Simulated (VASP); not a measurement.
Input of a VASP 6.6.1 run:

Contents of INCAR:

```
  PREC = Accurate
  ENCUT = 520
  EDIFF = 1E-8
  ISMEAR = -1
  SIGMA = 0.05
  LREAL = F
  LASPH = T
  NELM = 100
  ALGO = Normal
  ISIF = 2
  LWAVE = F
  LCHARG = F
  GGA = PS
  LEFG = T
  NBANDS = 21
```

Contents of KPOINTS:

```
regular mesh
0
Gamma
  12 12 7
```

The input POSCAR:

```
W
1.0
    2.8445100090      0.0000000000      0.0000000000
   -1.4222550045      2.4634179291      0.0000000000
    0.0000000000      0.0000000000      4.6081062146
W
2
Direct
    0.3666666667      0.6833333333      0.2750000000
    0.6333333333      0.3166666667      0.7250000000
```

Potentials or basis: VASP PAW PBE potentials, release 64 (W_sv).

Launch:

```bash
$ cat potpaw_PBE.64/W_sv/POTCAR > POTCAR
$ mpirun -np 1 vasp_std > vasp.out
```

Problem. Predict the largest force.

Solution. 3.041 eV/Å.

Problem. Predict the band gap on the k mesh.

Solution. Zero (band 14 reaches 11.61 eV, above the bottom of band 15 at 9.99 eV).

Problem. What does it give for the pressure?

Solution. 4.1 GPa.

Forces on the atoms (eV/Å):
```
W    0.491  0.284 -2.988
W   -0.491 -0.284  2.988
```

Caveat: the cell differs from its parent crystal (shortest bond scaled by 1.1); without QUAD_EFG the Cq values of the log hold for a quadrupole moment of 1 mb, not for the nuclei; the PAW data sets were made with another functional, which shifts forces and pressure a little; spin-orbit coupling is left out, which moves the levels of the heavy elements.
